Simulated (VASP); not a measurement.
Input of a VASP 6.6.1 run:

INCAR

```
SYSTEM = Pb
ALGO = Normal ; EDIFF = 1E-6
ENCUT = 520 ; GGA = PE
ISIF = 2 ; ISMEAR = 0
LASPH = .True. ; LCHARG = .False.
LREAL = .False. ; LWAVE = .False.
NBANDS = 21 ; NELM = 100
PREC = Accurate ; SIGMA = 0.1
```

Contents of KPOINTS:

```
k-points
0
Gamma
  15 15 8
  0 0 0
```

POSCAR

```
Pb
1.0
    3.5467123038      0.0000000000      0.0000000000
   -1.7733561519      3.0715429550      0.0000000000
    0.0000000000      0.0000000000      6.2002603000
Pb
2
Direct
    0.3333333333      0.6666666667      0.2500000000
    0.6666666667      0.3333333333      0.7500000000
```

Potentials or basis: VASP PAW PBE potentials, release 64 (Pb_d).

Launch:

```bash
$ cat potpaw_PBE.64/Pb_d/POTCAR > POTCAR
$ mpirun -np 1 vasp_std > vasp.out
```

Q: Estimate the band gap on the k mesh.

A: Zero (band 14 reaches 11.72 eV, above the bottom of band 15 at 4.43 eV).

Q: Estimate the pressure.

A: -1.9 GPa.

Stress tensor (GPa, compression positive):
```
-1.15  0.00  0.00
 0.00 -1.15  0.00
 0.00  0.00 -3.52
```

Caveat: the cell differs from its parent crystal (strained); spin-orbit coupling is left out, which moves the levels of the heavy elements.
